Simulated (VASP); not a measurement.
# Sb (Fm-3m) in VASP: notebook, part 2 of 2

VASP 6.6.1.

## Step 4: Single point, PBEsol

This run uses another cell than the first one, of 26.15 Å³/atom, 0.981 times its volume.

INCAR

```
ALGO = Normal
EDIFF = 1E-7
ENCUT = 520
GGA = PS
ISIF = 2
ISMEAR = -1
LASPH = T
LCHARG = F
LREAL = F
LWAVE = F
NBANDS = 8
NELM = 100
PREC = Accurate
SIGMA = 0.05
```

KPOINTS

```
k-points
0
Gamma
  10 10 10
```

POSCAR

```
Sb
1.0
    0.0000000000      2.3557661923      2.3557661923
    2.3557661923      0.0000000000      2.3557661923
    2.3557661923      2.3557661923      0.0000000000
Sb
1
Direct
    0.0000000000      0.0000000000      0.0000000000
```

Potentials or basis: VASP PAW PBE potentials, release 64 (Sb).

Launch:

```console
$ cat potpaw_PBE.64/Sb/POTCAR > POTCAR
$ mpirun -np 1 vasp_std > vasp.out
```

OUTCAR:

```text
EDIFF = 1E-7
   ENCUT = 520
   GGA = PS
   ISIF = 2
   ISMEAR = -1
   LASPH = T
   LREAL = F
   NELM = 100
   PREC = Accurate

 ion  position               nearest neighbor table
   1  0.000  0.000  0.000-

  LATTYP: Found a face centered cubic cell.
 ALAT       =     4.7115323846

  Lattice vectors:

 A1 = (   0.0000000000,   2.3557661923,   2.3557661923)
 A2 = (   2.3557661923,   0.0000000000,   2.3557661923)
 A3 = (   2.3557661923,   2.3557661923,   0.0000000000)

Analysis of symmetry for initial positions (statically):
[... 434 lines left out ...]
      2       6.6821      2.00000
      3       8.9950      0.00987
      4       9.9344      0.00000
      5      13.9220      0.00000
      6      15.1971      0.00000
      7      23.8048      0.00000
      8      24.5469      0.00000

 [... further k-points ...]
[... 5 lines left out ...]
  --------------------------------------------------------------------------------------
  -------------------------------------------------------------------------------------
  Total       -0.0062829     -0.0062829     -0.0062829     -0.0000000     -0.0000000     -0.0000000
  in kB       -0.3849849     -0.3849849     -0.3849849     -0.0000000     -0.0000000     -0.0000000
  external PRESSURE =      -0.3849849 kB  Pullay stress =       0.0000000 kB

 VOLUME and BASIS-vectors are now :
 -----------------------------------------------------------------------------
  energy-cutoff  :      520.00
  volume of cell :       26.15
      direct lattice vectors                 reciprocal lattice vectors
     0.000000000  2.355766192  2.355766192    -0.212245172  0.212245172  0.212245172
     2.355766192  0.000000000  2.355766192     0.212245172 -0.212245172  0.212245172
     2.355766192  2.355766192  0.000000000     0.212245172  0.212245172 -0.212245172

 POSITION                                       TOTAL-FORCE (eV/Angst)
 -----------------------------------------------------------------------------------
      0.00000      0.00000      0.00000         0.000000      0.000000      0.000000
 -----------------------------------------------------------------------------------
    total drift:                               -0.000000      0.000000      0.000000

  FREE ENERGIE OF THE ION-ELECTRON SYSTEM (eV)
  ---------------------------------------------------
  free  energy   TOTEN  =        -4.2991761640 eV

  energy  without entropy=       -4.2922579307  energy(sigma->0) =       -4.29571705
```

stdout:

```text
POSCAR found type information on POSCAR Sb
 POSCAR found :  1 types and       1 ions
 scaLAPACK will be used
 -----------------------------------------------------------------------------
|                                                                             |
|                                                                             |
|     You enforced a specific xc type in the INCAR file but a different       |
|     I HOPE YOU KNOW WHAT YOU ARE DOING!                                     |
|                                                                             |
 -----------------------------------------------------------------------------

 LDA part: xc-table for (Slater+PW92), standard interpolation
 POSCAR, INCAR and KPOINTS ok, starting setup
 FFT: planning ... GRIDC
 FFT: planning ... GRID_SOFT
 FFT: planning ... GRID
 WAVECAR not read
 entering main loop
```

It took 16 s on 1 thread of AMD EPYC 7R13, shared host; peak memory 0.13 GiB.

What came out:

| Item | Value |
| --- | --- |
| Free energy | -4.2992 eV |
| Pressure | 0.0 GPa |

Levels at points of the mesh, in eV from the Fermi level:
```
           k point  band 1  band 2  band 3  band 4  band 5
(0.00, 0.00, 0.00)  -13.14    5.57    5.57    5.57   10.12
(0.50, 0.00, 0.00)   -9.22   -5.98    3.80    3.80    8.41
(0.50, 0.50, 0.00)   -7.51   -5.05    0.41    0.41    4.19
```

Caveat: the PAW data sets were made with another functional, which shifts forces and pressure a little; spin-orbit coupling is left out, which moves the levels of the heavy elements.

## Step 5: Single point, PBE

This run uses another cell than the first one, of 27.50 Å³/atom, 1.031 times its volume.

INCAR

```
SYSTEM = Sb
PREC     = Accurate       ! precision mode
ENCUT    = 520            ! plane-wave cutoff, eV
EDIFF    = 1E-7           ! SCF threshold, eV
ISMEAR   = -1             ! smearing method
SIGMA    = 0.05           ! smearing width, eV
LREAL    = .False.        ! projectors in reciprocal space
LASPH    = .True.         ! aspherical terms in the spheres
NELM     = 100            ! most SCF steps
ALGO     = Normal         ! electronic algorithm
ISIF     = 2              ! what is computed and relaxed
LWAVE    = .False.        ! write WAVECAR
LCHARG   = .True.         ! write CHGCAR
GGA      = PE             ! functional
LELF     = .True.         ! ELF
LVHAR    = .True.       
NBANDS   = 8              ! bands
```

KPOINTS

```
Automatic mesh
0
Gamma
  10 10 10
  0 0 0
```

POSCAR

```
Sb
1.0
    0.0000000000      2.3958493821      2.3958493821
    2.3958493821      0.0000000000      2.3958493821
    2.3958493821      2.3958493821      0.0000000000
Sb
1
Direct
    0.0000000000      0.0000000000      0.0000000000
```

Potentials or basis: VASP PAW PBE potentials, release 64 (Sb).

Launch:

```console
$ cat potpaw_PBE.64/Sb/POTCAR > POTCAR
$ mpirun -np 1 vasp_std > vasp.out
```

OUTCAR:

```text
SYSTEM = Sb
   PREC = Accurate
   ENCUT = 520
   EDIFF = 1E-7
   ISMEAR = -1
   LREAL = .False.
   LASPH = .True.
   NELM = 100
   ISIF = 2
   GGA = PE

 ion  position               nearest neighbor table
   1  0.000  0.000  0.000-

  LATTYP: Found a face centered cubic cell.
 ALAT       =     4.7916987642

  Lattice vectors:

 A1 = (   0.0000000000,   2.3958493821,   2.3958493821)
 A2 = (   2.3958493821,   0.0000000000,   2.3958493821)
 A3 = (   2.3958493821,   2.3958493821,   0.0000000000)

Analysis of symmetry for initial positions (statically):
[... 435 lines left out ...]
      3       8.5020      0.00915
      4       9.3682      0.00000
      5      13.3970      0.00000
      6      14.5900      0.00000
      7      22.9074      0.00000
      8      23.5559      0.00000

 [... further k-points ...]
[... 5 lines left out ...]
  --------------------------------------------------------------------------------------
  -------------------------------------------------------------------------------------
  Total       -0.0277394     -0.0277394     -0.0277394      0.0000000     -0.0000000      0.0000000
  in kB       -1.6158442     -1.6158442     -1.6158442      0.0000000     -0.0000000      0.0000000
  external PRESSURE =      -1.6158442 kB  Pullay stress =       0.0000000 kB

 VOLUME and BASIS-vectors are now :
 -----------------------------------------------------------------------------
  energy-cutoff  :      520.00
  volume of cell :       27.50
      direct lattice vectors                 reciprocal lattice vectors
     0.000000000  2.395849382  2.395849382    -0.208694254  0.208694254  0.208694254
     2.395849382  0.000000000  2.395849382     0.208694254 -0.208694254  0.208694254
     2.395849382  2.395849382  0.000000000     0.208694254  0.208694254 -0.208694254

 POSITION                                       TOTAL-FORCE (eV/Angst)
 -----------------------------------------------------------------------------------
      0.00000      0.00000      0.00000         0.000000      0.000000     -0.000000
 -----------------------------------------------------------------------------------
    total drift:                               -0.000000      0.000000     -0.000000

  FREE ENERGIE OF THE ION-ELECTRON SYSTEM (eV)
  ---------------------------------------------------
  free  energy   TOTEN  =        -3.8236670989 eV

  energy  without entropy=       -3.8175406006  energy(sigma->0) =       -3.82060385
```

stdout:

```text
POSCAR found type information on POSCAR Sb
 POSCAR found :  1 types and       1 ions
 scaLAPACK will be used
 LDA part: xc-table for (Slater+PW92), standard interpolation
 POSCAR, INCAR and KPOINTS ok, starting setup
 FFT: planning ... GRIDC
 FFT: planning ... GRID_SOFT
 FFT: planning ... GRID
 WAVECAR not read
 entering main loop
```

Run time: 21 s. Hardware: 1 thread of AMD EPYC 7R13, shared host; peak memory 0.13 GiB.

What came out:

* Free energy: -3.8237 eV
* Pressure: -0.2 GPa

Levels at points of the mesh, in eV from the Fermi level:
| k point | band 1 | band 2 | band 3 | band 4 | band 5 | band 6 |
| --- | --- | --- | --- | --- | --- | --- |
| (0.00, 0.00, 0.00) | -12.74 | 5.18 | 5.18 | 5.18 | 9.90 | 9.90 |
| (0.50, 0.00, 0.00) | -9.11 | -5.66 | 3.55 | 3.55 | 8.06 | 9.06 |
| (0.50, 0.50, 0.00) | -7.55 | -4.79 | 0.39 | 0.39 | 4.15 | 4.63 |

Caveat: spin-orbit coupling is left out, which moves the levels of the heavy elements.

## Step 6: Summary

| level | potentials or basis | cell | smearing | gap on the mesh (eV) | pressure (GPa) |
| --- | --- | --- | --- | --- | --- |
| PBE | VASP PAW PBE potentials, release 64 (Sb) | a = 3.353 Å, angles 60.0°, 1 atom | gaussian 0.011 eV | none | 1.9 |
| LDA | VASP PAW LDA potentials, release 64 (Sb) | a = 3.313 Å, angles 60.0°, 1 atom | fermi-dirac 0.05 eV | none | 0.0 |
| PBEsol | VASP PAW PBE potentials, release 64 (Sb) | a = 3.332 Å, angles 60.0°, 1 atom | fermi-dirac 0.05 eV | none | 0.0 |
| PBE | VASP PAW PBE potentials, release 64 (Sb) | a = 3.388 Å, angles 60.0°, 1 atom | fermi-dirac 0.05 eV | none | -0.2 |

Alike in all rows: task single point; no spin polarisation; k mesh 10 × 10 × 10; cutoff (eV) 520.

Caveats: spin-orbit coupling is left out, which moves the levels of the heavy elements; the PAW data sets were made with another functional, which shifts forces and pressure a little (some runs).

Total energies depend on the potentials used, so only differences within one code and one set of settings carry meaning.
